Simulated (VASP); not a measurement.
Set up this calculation in VASP 6.6.1, as the native input.

* Task: single point
* Functional: LDA
* Potentials or basis: VASP PAW LDA potentials, release 64 (Al, Au)
* Cutoff: 520 eV
* k mesh: 16 × 16 × 16
* Occupations: gaussian, width 0.15 eV
* Spin: no spin polarisation
* Dipole correction: no
* Further INCAR settings: ALGO = Normal; EDIFF = 1e-06; NBANDS = 20

The structure of AlAu2 lies in POSCAR:

```
AlAu2
1.0
   -1.6523234788      1.6523234788      4.3287266251
    1.6523234788     -1.6523234788      4.3287266251
    1.6523234788      1.6523234788     -4.3287266251
Al Au
1 2
Direct
    0.0000000000      0.0000000000      0.0000000000
    0.6570428093      0.6570428093      0.0000000000
    0.3429571907      0.3429571907      0.0000000000
```

These files were run (other wordings do the same):

INCAR

```
SYSTEM = AlAu2
PREC = Accurate
ENCUT = 520
EDIFF = 1E-6
ISMEAR = 0
SIGMA = 0.15
LREAL = .FALSE.
LASPH = .TRUE.
NELM = 80
ALGO = Normal
ISIF = 2
LWAVE = .FALSE.
LCHARG = .FALSE.
GGA = CA
NBANDS = 20
```

KPOINTS

```
regular mesh
0
G
  16 16 16
  0 0 0
```

Potentials or basis: VASP PAW LDA potentials, release 64 (Al, Au).

The run is started by

```bash
$ cat potpaw_LDA.64/Al/POTCAR potpaw_LDA.64/Au/POTCAR > POTCAR
$ mpirun -np 1 vasp_std > vasp.out
```

Results of the run:

The pressure is 0.3 GPa, the largest force is 0.004 eV/Å and the band gap on the k mesh is zero (an odd number of electrons rules out a gap without spin polarisation).

Caveat: spin-orbit coupling is left out, which moves the levels of the heavy elements.

Wall time 5.2 min on 1 thread of Intel(R) Xeon(R) Platinum 8488C (Sapphire Rapids), on a shared host, peak memory 0.42 GiB.
